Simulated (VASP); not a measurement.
# GdRe (Pm-3m) in VASP: single point with PBE+U

Aim: the single point of GdRe with PBE+U.

Program: VASP 6.6.1. These are calculated values, not measurements. Logs are shortened: lines on timing, memory, paths and dates and some standing lists are left out, and cuts for length are marked.

## 1. The cell of the first run

It takes space group Pm-3m (No. 221, cubic). The conventional cell has a = 3.475 Å, b = 3.475 Å, c = 3.475 Å, α = 90.00°, β = 90.00°, γ = 90.00°. Gd (site symmetry m-3m) has 8 Re at 3.01 Å and 6 Gd at 3.48 Å within 4.0 Å. Within 4.0 Å of Re (site symmetry m-3m) lie 8 Gd at 3.01 Å and 6 Re at 3.48 Å.

## 2. Single point, PBE+U

INCAR reads:

```
PREC = Accurate
ENCUT = 520
EDIFF = 1E-6
ISMEAR = 0
SIGMA = 0.05
LREAL = False
LASPH = True
NELM = 150
ALGO = Normal
ISIF = 2
LWAVE = False
LCHARG = False
LMAXMIX = 6
LDAU = True
LDAUTYPE = 2
LDAUL = 3 -1
LDAUU = 6 0
LDAUJ = 0 0
LDAUPRINT = 1
GGA = PE
NBANDS = 20
```

KPOINTS reads:

```
Automatic mesh
0
Gamma
  8 8 8
```

POSCAR reads:

```
GdRe
1.0
    3.4753604083      0.0000000000      0.0000000000
    0.0000000000      3.4753604083      0.0000000000
    0.0000000000      0.0000000000      3.4753604083
Gd Re
1 1
Direct
    0.0000000000      0.0000000000      0.0000000000
    0.5000000000      0.5000000000      0.5000000000
```

Potentials or basis: VASP PAW PBE potentials, release 64 (Gd, Re).

Command:

```sh
cat potpaw_PBE.64/Gd/POTCAR potpaw_PBE.64/Re/POTCAR > POTCAR
mpirun -np 1 vasp_std > vasp.out
```

OUTCAR:

```text
PREC = Accurate
   ENCUT = 520
   EDIFF = 1E-6
   ISMEAR = 0
   LREAL = False
   LASPH = True
   NELM = 150
   ISIF = 2
   GGA = PE

 ion  position               nearest neighbor table
   1  0.000  0.000  0.000-   2 3.01   2 3.01   2 3.01   2 3.01   2 3.01   2 3.01   2 3.01   2 3.01

   2  0.500  0.500  0.500-   1 3.01   1 3.01   1 3.01   1 3.01   1 3.01   1 3.01   1 3.01   1 3.01

  LATTYP: Found a simple cubic cell.
 ALAT       =     3.4753604083

  Lattice vectors:

 A1 = (   3.4753604083,   0.0000000000,   0.0000000000)
 A2 = (   0.0000000000,   3.4753604083,   0.0000000000)
 A3 = (   0.0000000000,   0.0000000000,   3.4753604083)

Analysis of symmetry for initial positions (statically):
=====================================================================
 Subroutine PRICEL returns:
 Original cell was already a primitive cell.

 Routine SETGRP: Setting up the symmetry group for a
 simple cubic supercell.

 Subroutine GETGRP returns: Found 48 space group operations
 (whereof 48 operations were pure point group operations)
 out of a pool of 48 trial point group operations.

The static configuration has the point symmetry O_h .

Analysis of symmetry for dynamics (positions and initial velocities):
=====================================================================
 Subroutine PRICEL returns:
 Original cell was already a primitive cell.

 Routine SETGRP: Setting up the symmetry group for a
 simple cubic supercell.

 Subroutine GETGRP returns: Found 48 space group operations
 (whereof 48 operations were pure point group operations)
 out of a pool of 48 trial point group operations.

The dynamic configuration has the point symmetry O_h .

 Subroutine INISYM returns: Found 48 space group operations
 (whereof 48 operations are pure point group operations),
 and found     1 'primitive' translations

----------------------------------------------------------------------------------------

                                     Primitive cell

  volume of cell :      41.9759

  direct lattice vectors                    reciprocal lattice vectors
     3.475360408  0.000000000  0.000000000     0.287739941  0.000000000  0.000000000
     0.000000000  3.475360408  0.000000000     0.000000000  0.287739941  0.000000000
     0.000000000  0.000000000  3.475360408     0.000000000  0.000000000  0.287739941

  length of vectors
     3.475360408  3.475360408  3.475360408     0.287739941  0.287739941  0.287739941

  position of ions in fractional coordinates (direct lattice)
     0.000000000  0.000000000  0.000000000
     0.500000000  0.500000000  0.500000000

  ion indices of the primitive-cell ions
   primitive index   ion index
                 1           1
                 2           2

----------------------------------------------------------------------------------------

 KPOINTS: Automatic mesh

Automatic generation of k-mesh.
 Grid dimensions read from file:
 generate k-points for:    8    8    8

 Generating k-lattice:

[... 80 lines left out ...]
     AMIX     =   0.40;   BMIX     =  1.00
     AMIX_MAG =   1.60;   BMIX_MAG =  1.00
  volume/ion in A,a.u.               =      20.99       141.63
  Fermi-wavevector in a.u.,A,eV,Ry     =   1.377384  2.602878 25.812786  1.897186
  Thomas-Fermi vector in A             =   2.502542
   LORBIT       =      0    0 simple, 1 ext, 2 COOP (PROOUT), +10 PAW based schemes
 LDA+U is selected, type is set to LDAUTYPE =  2
   angular momentum for each species LDAUL =     3   -1
   U (eV)           for each species LDAUU =   6.0  0.0
   J (eV)           for each species LDAUJ =   0.0  0.0
   GGA     = PE    functional components
   LHFCALC =     F    Hartree Fock is set to
   AEXX    =    0.0000 exact exchange contribution
   IVDW    =     0    specifies the selected vdW correction
   LEPSILON=     F    determine dielectric tensor
   LRPA    =     F    only Hartree local field effects (RPA)
 non-spin polarized calculation
 Gauss-broadening in eV      SIGMA  =   0.05
  energy-cutoff  :      520.00
  volume of cell :       41.98
 maximum number of plane-waves:      1144
 NGX is ok and might be reduce to    28
   NGX = 13   NGY = 13   NGZ = 13

atom =   1  type =  1  l = 3

 onsite density matrix

spin component  1

  0.5765  0.0000  0.4423 -0.0000  0.0000  0.0000 -0.0000
  0.0000  0.9306 -0.0000 -0.0000 -0.0000  0.0000 -0.0000
  0.4423 -0.0000  0.3481 -0.0000 -0.0000  0.0000  0.0000
 -0.0000 -0.0000 -0.0000  0.9191 -0.0000 -0.0000  0.0000
  0.0000 -0.0000 -0.0000 -0.0000  0.3481 -0.0000 -0.4423
  0.0000  0.0000  0.0000 -0.0000 -0.0000  0.0054  0.0000
 -0.0000 -0.0000  0.0000  0.0000 -0.4423  0.0000  0.5765

spin component  2

  0.5765  0.0000  0.4423 -0.0000  0.0000  0.0000 -0.0000
  0.0000  0.9306 -0.0000 -0.0000 -0.0000  0.0000 -0.0000
  0.4423 -0.0000  0.3481 -0.0000 -0.0000  0.0000  0.0000
 -0.0000 -0.0000 -0.0000  0.9191 -0.0000 -0.0000  0.0000
  0.0000 -0.0000 -0.0000 -0.0000  0.3481 -0.0000 -0.4423
  0.0000  0.0000  0.0000 -0.0000 -0.0000  0.0054  0.0000
 -0.0000 -0.0000  0.0000  0.0000 -0.4423  0.0000  0.5765

 occupancies and eigenvectors

  o =  0.0054  v =  0.0000 -0.0000 -0.0000 -0.0000 -0.7906 -0.0001 -0.6124  0.0000  0.0000  0.0000  0.0000  0.0000  0.0000  0.0000      0.0000  0.0000  0.0000  0.0000  0.0000  0.0000  0.0000  0.0000  0.0000  0.0000  0.0000  0.0000  0.0000  0.0000
  o =  0.0054  v =  0.0000  0.0000  0.0000  0.0000  0.0000  0.0000  0.0000  0.0000 -0.0000 -0.0000 -0.0000 -0.7906 -0.0001 -0.6124      0.0000  0.0000  0.0000  0.0000  0.0000  0.0000  0.0000  0.0000  0.0000  0.0000  0.0000  0.0000  0.0000  0.0000
  o =  0.0054  v =  0.0000  0.0000  0.0000  0.0000  0.0000  0.0000  0.0000 -0.6124  0.0000  0.7906 -0.0000  0.0000  0.0000 -0.0000      0.0000  0.0000  0.0000  0.0000  0.0000  0.0000  0.0000  0.0000  0.0000  0.0000  0.0000  0.0000  0.0000  0.0000
  o =  0.0054  v = -0.6124  0.0000  0.7906 -0.0000  0.0000  0.0000 -0.0000  0.0000  0.0000  0.0000  0.0000  0.0000  0.0000  0.0000      0.0000  0.0000  0.0000  0.0000  0.0000  0.0000  0.0000  0.0000  0.0000  0.0000  0.0000  0.0000  0.0000  0.0000
  o =  0.0054  v =  0.0000  0.0000  0.0000  0.0000  0.0000  0.0000  0.0000  0.0000  0.0000  0.0000 -0.0000  0.0001 -1.0000  0.0001      0.0000  0.0000  0.0000  0.0000  0.0000  0.0000  0.0000  0.0000  0.0000  0.0000  0.0000  0.0000  0.0000  0.0000
  o =  0.0054  v =  0.0000  0.0000  0.0000 -0.0000  0.0001 -1.0000  0.0001  0.0000  0.0000  0.0000  0.0000  0.0000  0.0000  0.0000      0.0000  0.0000  0.0000  0.0000  0.0000  0.0000  0.0000  0.0000  0.0000  0.0000  0.0000  0.0000  0.0000  0.0000
  o =  0.9191  v =  0.0000  0.0000  0.0000  0.0000  0.0000  0.0000  0.0000 -0.7906  0.0000 -0.6124  0.0000 -0.0000 -0.0000  0.0000      0.0000  0.0000  0.0000  0.0000  0.0000  0.0000  0.0000  0.0000  0.0000  0.0000  0.0000  0.0000  0.0000  0.0000
  o =  0.9191  v = -0.7906  0.0000 -0.6124  0.0000 -0.0000 -0.0000  0.0000  0.0000  0.0000  0.0000  0.0000  0.0000  0.0000  0.0000      0.0000  0.0000  0.0000  0.0000  0.0000  0.0000  0.0000  0.0000  0.0000  0.0000  0.0000  0.0000  0.0000  0.0000
  o =  0.9191  v =  0.0000 -0.0000  0.0000 -0.0001 -0.6124 -0.0000  0.7906  0.0000  0.0000  0.0000  0.0000  0.0000  0.0000  0.0000      0.0000  0.0000  0.0000  0.0000  0.0000  0.0000  0.0000  0.0000  0.0000  0.0000  0.0000  0.0000  0.0000  0.0000
  o =  0.9191  v =  0.0000  0.0000  0.0000  0.0000  0.0000  0.0000  0.0000  0.0000 -0.0000  0.0000 -0.0001 -0.6124 -0.0000  0.7906      0.0000  0.0000  0.0000  0.0000  0.0000  0.0000  0.0000  0.0000  0.0000  0.0000  0.0000  0.0000  0.0000  0.0000
  o =  0.9191  v =  0.0000 -0.0000  0.0000  1.0000 -0.0001 -0.0000  0.0001  0.0000  0.0000  0.0000  0.0000  0.0000  0.0000  0.0000      0.0000  0.0000  0.0000  0.0000  0.0000  0.0000  0.0000  0.0000  0.0000  0.0000  0.0000  0.0000  0.0000  0.0000
  o =  0.9191  v =  0.0000  0.0000  0.0000  0.0000  0.0000  0.0000  0.0000  0.0000 -0.0000  0.0000  1.0000 -0.0001 -0.0000  0.0001      0.0000  0.0000  0.0000  0.0000  0.0000  0.0000  0.0000  0.0000  0.0000  0.0000  0.0000  0.0000  0.0000  0.0000
  o =  0.9306  v =  0.0000  1.0000  0.0000  0.0000 -0.0000  0.0000  0.0000  0.0000  0.0000  0.0000  0.0000  0.0000  0.0000  0.0000      0.0000  0.0000  0.0000  0.0000  0.0000  0.0000  0.0000  0.0000  0.0000  0.0000  0.0000  0.0000  0.0000  0.0000
  o =  0.9306  v =  0.0000  0.0000  0.0000  0.0000  0.0000  0.0000  0.0000  0.0000  1.0000  0.0000  0.0000 -0.0000  0.0000  0.0000      0.0000  0.0000  0.0000  0.0000  0.0000  0.0000  0.0000  0.0000  0.0000  0.0000  0.0000  0.0000  0.0000  0.0000

 number of electron      24.9999985 magnetization

 Free energy of the ion-electron system (eV)
  ---------------------------------------------------
  ext. energy  EPLUGINS =         0.00000000
  ---------------------------------------------------
  free energy    TOTEN  =       -12.95635268 eV

  energy without entropy =      -12.95047230  energy(sigma->0) =      -12.95341249

 E-fermi :   4.2238     XC(G=0): -11.9385

 val. band max:        4.2048443928   @ k =   0.2500   0.2500   0.0000
 cond. band min:       4.2253622867   @ k =   0.3750   0.1250   0.0000
 fundamental gap:      0.0205178939
 Fermi energy:         4.2237536596

 k-point     1 :       0.0000    0.0000    0.0000
  band No.  band energies     occupation
      1     -36.2237      2.00000
      2     -14.1339      2.00000
      3     -14.1339      2.00000
      4     -14.1339      2.00000
      5      -1.6742      2.00000
      6       1.1817      2.00000
[... 541 lines left out ...]
     19       9.2093      0.00000
     20       9.5600      0.00000

 [... further k-points ...]

------------------------ aborting loop because EDIFF is reached ----------------------------------------

  FORCE on cell =-STRESS in cart. coord.  units (eV):
  Direction    XX          YY          ZZ          XY          YZ          ZX
  --------------------------------------------------------------------------------------
  -------------------------------------------------------------------------------------
  Total       -0.4966237     -0.4966237     -0.4966237      0.0000000      0.0000000      0.0000000
  in kB      -18.9556420    -18.9556420    -18.9556420      0.0000000      0.0000000      0.0000000
  external PRESSURE =     -18.9556420 kB  Pullay stress =       0.0000000 kB

 VOLUME and BASIS-vectors are now :
 -----------------------------------------------------------------------------
  energy-cutoff  :      520.00
  volume of cell :       41.98
      direct lattice vectors                 reciprocal lattice vectors
     3.475360408  0.000000000  0.000000000     0.287739941  0.000000000  0.000000000
     0.000000000  3.475360408  0.000000000     0.000000000  0.287739941  0.000000000
     0.000000000  0.000000000  3.475360408     0.000000000  0.000000000  0.287739941

 POSITION                                       TOTAL-FORCE (eV/Angst)
 -----------------------------------------------------------------------------------
      0.00000      0.00000      0.00000         0.000000      0.000000      0.000000
      1.73768      1.73768      1.73768         0.000000      0.000000      0.000000
 -----------------------------------------------------------------------------------
    total drift:                               -0.000000      0.000000     -0.000000

  FREE ENERGIE OF THE ION-ELECTRON SYSTEM (eV)
  ---------------------------------------------------
  free  energy   TOTEN  =       -12.9563526813 eV

  energy  without entropy=      -12.9504723028  energy(sigma->0) =      -12.95341249
```

Run time: 2.7 min. Hardware: 1 thread of Intel Xeon 6975P-C (Granite Rapids), shared host; peak memory 0.21 GiB.

Results:

| Quantity | Value |
| --- | --- |
| Free energy | -12.9564 eV |
| Pressure | -1.9 GPa |

Eigenvalues of the final occupation matrices:
```csv
site,spin,trace,eigenvalues
site 1 f,1,3.70,0.01 0.01 0.01 0.92 0.92 0.92 0.93
site 1 f,2,3.70,0.01 0.01 0.01 0.92 0.92 0.92 0.93
```

Caveat: spin-orbit coupling is left out, which moves the levels of the heavy elements; U without spin polarisation on a metal has little footing.
